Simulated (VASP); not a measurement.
Crystal: CoSi2.

```
Co Si
1.0
     0.00000    2.67800    2.67800
     2.67800    0.00000    2.67800
     2.67800    2.67800    0.00000
Co Si
1 2
Cartesian
  0.0000 0.0000 0.0000
  4.0170 4.0170 4.0170
  1.3390 1.3390 1.3390
```

Base run:

- Program: VASP 6.6.1
- Functional: PBEsol
- Potentials or basis: VASP PAW PBE potentials, release 64 (Co, Si)
- Cutoff: 520 eV
- k mesh: 7 × 7 × 7
- Occupations: fermi-dirac, width 0.05 eV
- Spin: collinear spin, zero start
- Starting moments: [0.0, 0.0, 0.0] μB
- Fixed moment: 0 μB

Its results: pressure -4.5 GPa.

Task: The run is repeated on the same cell with these changes: functional from PBEsol to PBE. What comes out?

Result: Pressure 0.2 GPa.

PBE binds less tightly than PBEsol, so the same cell stands under more pressure.

Caveats: the total moment is fixed, so each spin has its own Fermi level; the PAW data sets were made with another functional, which shifts forces and pressure a little (some runs).
